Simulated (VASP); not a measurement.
# Al2O3 (R-3c) in VASP: further runs, part 2 of 2

VASP 6.6.1. Earlier steps stand in the parts before.

## (3) Single point, PBE (strain -0.050 along x and y, -0.050 along z)

INCAR

```
SYSTEM = Al2O3
  PREC = Accurate
  ENCUT = 520
  EDIFF = 1E-6
  ISMEAR = 0
  SIGMA = 0.05
  LREAL = .False.
  LASPH = .True.
  NELM = 100
  ALGO = Normal
  ISIF = 2
  LWAVE = .False.
  LCHARG = .False.
  GGA = PE
  NBANDS = 35
```

KPOINTS

```
Automatic mesh
0
Gamma
  6 6 6
  0 0 0
```

POSCAR

```
Al2O3
1.0
    2.2841367041      1.3187469409      4.1557586902
   -2.2841367041      1.3187469409      4.1557586902
    0.0000000000     -2.6374938821      4.1557586901
Al O
4 6
Direct
    0.8521479318      0.8521479318      0.8521479318
    0.6478520682      0.6478520682      0.6478520682
    0.1478520682      0.1478520682      0.1478520682
    0.3521479318      0.3521479318      0.3521479318
    0.0561765927      0.4438234073      0.7500000000
    0.7500000000      0.0561765927      0.4438234073
    0.4438234073      0.7500000000      0.0561765927
    0.9438234073      0.5561765927      0.2500000000
    0.2500000000      0.9438234073      0.5561765927
    0.5561765927      0.2500000000      0.9438234073
```

Potentials or basis: VASP PAW PBE potentials, release 64 (Al, O).

Run with:

```
$ cat potpaw_PBE.64/Al/POTCAR potpaw_PBE.64/O/POTCAR > POTCAR
$ mpirun -np 1 vasp_std > vasp.out
```

OUTCAR:

```text
SYSTEM = Al2O3
   PREC = Accurate
   ENCUT = 520
   EDIFF = 1E-6
   ISMEAR = 0
   LREAL = .False.
   LASPH = .True.
   NELM = 100
   ISIF = 2
   GGA = PE

 ion  position               nearest neighbor table
   1  0.852  0.852  0.852-  10 1.78   8 1.78   9 1.78   5 1.89   6 1.89   7 1.89   2 2.55   3 2.68
                             3 2.68   3 2.68   2 3.09   2 3.09   2 3.09   4 3.36   4 3.36   4 3.36
   2  0.648  0.648  0.648-   9 1.78   8 1.78  10 1.78   5 1.89   7 1.89   6 1.89   1 2.55   4 2.68
                             4 2.68   4 2.68   1 3.09   1 3.09   1 3.09   3 3.36   3 3.36   3 3.36
   3  0.148  0.148  0.148-   7 1.78   5 1.78   6 1.78   8 1.89   9 1.89  10 1.89   4 2.55   1 2.68
                             1 2.68   1 2.68   4 3.09   4 3.09   4 3.09   2 3.36   2 3.36   2 3.36
   4  0.352  0.352  0.352-   6 1.78   5 1.78   7 1.78   8 1.89  10 1.89   9 1.89   3 2.55   2 2.68
                             2 2.68   2 2.68   3 3.09   3 3.09   3 3.09   1 3.36   1 3.36   1 3.36
   5  0.056  0.444  0.750-   3 1.78   4 1.78   1 1.89   2 1.89
   6  0.750  0.056  0.444-   4 1.78   3 1.78   1 1.89   2 1.89
   7  0.444  0.750  0.056-   3 1.78   4 1.78   2 1.89   1 1.89
   8  0.944  0.556  0.250-   1 1.78   2 1.78   3 1.89   4 1.89
[... 1123 lines left out ...]
     35      22.5134      0.00000

 [... further k-points ...]

------------------------ aborting loop because EDIFF is reached ----------------------------------------

  FORCE on cell =-STRESS in cart. coord.  units (eV):
  Direction    XX          YY          ZZ          XY          YZ          ZX
  --------------------------------------------------------------------------------------
  -------------------------------------------------------------------------------------
  Total       23.3154851     23.3154851     21.5874861     -0.0000000      0.0000000      0.0000000
  in kB      497.3589168    497.3589169    460.4977607     -0.0000000      0.0000000      0.0000000
  external PRESSURE =     485.0718648 kB  Pullay stress =       0.0000000 kB

 VOLUME and BASIS-vectors are now :
 -----------------------------------------------------------------------------
  energy-cutoff  :      520.00
  volume of cell :       75.11
      direct lattice vectors                 reciprocal lattice vectors
     2.284136704  1.318746941  4.155758690     0.218901084  0.126382600  0.080209983
    -2.284136704  1.318746941  4.155758690    -0.218901084  0.126382600  0.080209983
     0.000000000 -2.637493882  4.155758690     0.000000000 -0.252765199  0.080209983

 POSITION                                       TOTAL-FORCE (eV/Angst)
 -----------------------------------------------------------------------------------
      0.00000     -0.00000     10.62396        -0.000000      0.000000     -0.092370
      0.00000     -0.00000      8.07695        -0.000000     -0.000000      0.092370
      0.00000     -0.00000      1.84331        -0.000000     -0.000000      0.092370
      0.00000     -0.00000      4.39033        -0.000000      0.000000     -0.092370
     -0.88544     -1.31875      5.19470         0.183651      0.000000      0.000000
      1.58479     -0.10744      5.19470        -0.091825      0.159046      0.000000
     -0.69935      1.42619      5.19470        -0.091825     -0.159046     -0.000000
      0.88544      1.31875      7.27258        -0.183651      0.000000      0.000000
     -1.58479      0.10744      7.27258         0.091825     -0.159046     -0.000000
      0.69935     -1.42619      7.27258         0.091825      0.159046      0.000000
 -----------------------------------------------------------------------------------
    total drift:                               -0.000000     -0.000000      0.000000

  FREE ENERGIE OF THE ION-ELECTRON SYSTEM (eV)
  ---------------------------------------------------
  free  energy   TOTEN  =       -73.1350441175 eV

  energy  without entropy=      -73.1350441175  energy(sigma->0) =      -73.13504412
```

OSZICAR:

```text
N       E                     dE             d eps       ncg     rms          rms(c)
DAV:   1     0.231890024773E+03    0.23189E+03   -0.26028E+04  2248   0.133E+03
DAV:   2    -0.701941384864E+02   -0.30208E+03   -0.29375E+03  2798   0.299E+02
DAV:   3    -0.817241285097E+02   -0.11530E+02   -0.11500E+02  2920   0.589E+01
DAV:   4    -0.818055703520E+02   -0.81442E-01   -0.81404E-01  2808   0.570E+00
DAV:   5    -0.818064934346E+02   -0.92308E-03   -0.92299E-03  2834   0.604E-01    0.188E+01
DAV:   6    -0.731228266874E+02    0.86837E+01   -0.27739E+01  2705   0.290E+01    0.657E+00
DAV:   7    -0.731128686093E+02    0.99581E-02   -0.12043E+00  2736   0.552E+00    0.342E+00
DAV:   8    -0.731311597658E+02   -0.18291E-01   -0.85479E-02  2630   0.218E+00    0.731E-01
DAV:   9    -0.731346112690E+02   -0.34515E-02   -0.25837E-02  2904   0.898E-01    0.355E-01
DAV:  10    -0.731350559115E+02   -0.44464E-03   -0.64226E-04  2476   0.156E-01    0.814E-02
DAV:  11    -0.731350417994E+02    0.14112E-04   -0.29977E-04  2808   0.101E-01    0.276E-02
DAV:  12    -0.731350441432E+02   -0.23438E-05   -0.12032E-05  2567   0.218E-02    0.389E-03
DAV:  13    -0.731350441175E+02    0.25739E-07   -0.13288E-06  2064   0.678E-03
   1 F= -.73135044E+02 E0= -.73135044E+02  d E =-.652997E-18
```

It took 2 min on 1 thread of Intel Xeon Platinum 8488C (Sapphire Rapids), shared host; peak memory 0.25 GiB.

Results:

* Free energy: -73.1350 eV
* Pressure: 48.5 GPa
* Largest force: 0.184 eV/Å
* Band gap on the k mesh: 7.84 eV

Forces on the atoms (eV/Å):
```
Al   0.000  0.000 -0.092
Al   0.000  0.000  0.092
Al   0.000  0.000  0.092
Al   0.000  0.000 -0.092
O    0.184  0.000  0.000
O   -0.092  0.159  0.000
O   -0.092 -0.159  0.000
O   -0.184  0.000  0.000
O    0.092 -0.159  0.000
O    0.092  0.159  0.000
```

Stress tensor (GPa, compression positive):
```
49.74  0.00  0.00
 0.00 49.74  0.00
 0.00  0.00 46.05
```

Caveat: the cell differs from its parent crystal (strain -0.050 along x and y, -0.050 along z); the cell stands under pressure.

## (4) Single point, PBE (strain -0.050 along x and y, -0.025 along z)

INCAR

```
SYSTEM = Al2O3
ALGO = Normal ; EDIFF = 1E-7
ENCUT = 520 ; GGA = PE
ISIF = 2 ; ISMEAR = 0
LASPH = .True. ; LCHARG = .False.
LREAL = .False. ; LWAVE = .False.
NBANDS = 35 ; NELM = 60
PREC = Accurate ; SIGMA = 0.05
```

KPOINTS

```
k-points
0
Gamma
  6 6 6
  0 0 0
```

POSCAR, as its differences from that of step 3:

```diff
@@ -2,5 +2,5 @@
 1.0
-    2.2841367041      1.3187469409      4.1557586902
-   -2.2841367041      1.3187469409      4.1557586902
-    0.0000000000     -2.6374938821      4.1557586901
+    2.2841367041      1.3187469409      4.2651207610
+   -2.2841367041      1.3187469409      4.2651207610
+    0.0000000000     -2.6374938821      4.2651207609
 Al O
```

Run with:

```
$ cat potpaw_PBE.64/Al/POTCAR potpaw_PBE.64/O/POTCAR > POTCAR
$ mpirun -np 1 vasp_std > vasp.out
```

It took 99 s on 1 thread of Intel Xeon Platinum 8488C (Sapphire Rapids), shared host; peak memory 0.25 GiB.

The run converged. Its results:

```
Free energy            : -73.5966 eV
Pressure               : 38.7 GPa
Largest force          : 0.332 eV/Å
Band gap on the k mesh : 7.49 eV
```

Forces in eV/Å, atoms in the order of the input:
```
Al   0.000  0.000 -0.332
Al   0.000  0.000  0.332
Al   0.000  0.000  0.332
Al   0.000  0.000 -0.332
O    0.180  0.000  0.000
O   -0.090  0.156  0.000
O   -0.090 -0.156  0.000
O   -0.180  0.000  0.000
O    0.090 -0.156  0.000
O    0.090  0.156  0.000
```

Stress tensor (GPa, compression positive):
```
43.85  0.00  0.00
 0.00 43.85  0.00
 0.00  0.00 28.45
```

Levels at points of the mesh, in eV from the valence-band top:
```
           k point  band 20  band 21  band 22  band 23  band 24  band 25  band 26  band 27  band 28  band 29
(0.00, 0.00, 0.00)    -0.60    -0.60    -0.22     0.00     0.00     7.49    10.12    11.90    12.07    12.07
(0.50, 0.00, 0.00)    -1.50    -1.11    -1.11    -0.42    -0.42    10.35    10.35    10.65    10.65    12.46
(0.50, 0.50, 0.00)    -1.55    -1.19    -1.01    -1.00    -0.39    10.25    10.71    10.95    11.46    11.81
(0.50, 0.50, 0.50)    -2.37    -0.38    -0.38    -0.38    -0.38     9.83     9.83    11.88    11.88    13.41
```

Caveat: the cell differs from its parent crystal (strain -0.050 along x and y, -0.025 along z); the cell stands under pressure. A k mesh can miss the band edges.

## (5) Summary

| cell | gap on the mesh (eV) | pressure (GPa) | largest force (eV/Å) |
| --- | --- | --- | --- |
| a = 5.440 Å, angles 55.3°, 10 atoms | 4.13 | -25.2 | 0.12 |
| a = 4.922 Å, angles 55.3°, 10 atoms | 7.84 | 48.5 | 0.18 |
| a = 5.015 Å, angles 54.2°, 10 atoms | 7.49 | 38.7 | 0.33 |

Alike in all rows: task single point; level PBE; potentials or basis VASP PAW PBE potentials, release 64 (Al, O); no spin polarisation; k mesh 6 × 6 × 6; cutoff (eV) 520; smearing gaussian 0.05 eV.

Caveats: the cell stands under pressure (at least some runs); the cell stands under tension (at least some runs).

Total energies depend on the potentials used, so only differences within one code and one set of settings carry meaning.
